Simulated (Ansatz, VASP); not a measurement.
**NaCl in VASP and in Ansatz**

```
Na Cl
1.0
     0.00000    2.73219    2.74585
     2.73219    0.00000    2.74585
     2.73219    2.73219    0.00000
Na Cl
1 1
Direct
  0.00000 0.00000 0.00000
  0.50000 0.50000 0.50000
```

Change from the starting cell: z stretched by +0.5 %, x and y held, PAW files.

Alike in both runs: task single point; functional LDA; k mesh 8 × 8 × 8; no spin polarisation.

```csv
,VASP,Ansatz
version,VASP 6.6.1,Ansatz 0.2.0
potentials or method,"VASP PAW LDA potentials, release 64 (Na_pv, Cl)","PAW with Ansatz's default frozen-core files, scalar-relativistic"
plane-wave cutoff (eV),520,420
occupations,"gaussian, width 0.01 eV",fixed
valence electrons in the cell,14,16
```

Ansatz gave:

| Quantity | Value |
| --- | --- |
| gap on the k mesh at the Fermi level (eV) | 5.05 |
| pressure (GPa) | -0.2 |
| traceless stress, the component that is largest in VASP (GPa) | -0.18 |

Problem. Which values does VASP return?

Solution. gap on the k mesh at the Fermi level (eV): 5.06; pressure (GPa): -0.2; traceless stress, the component that is largest in VASP (GPa): -0.18.

LDA's correlation is that of Perdew and Zunger in VASP and of Perdew and Wang (1992) in Ansatz. VASP's potentials hold 14 valence electrons a cell and Ansatz's 16, so a difference there can come from the potentials and not from the codes.
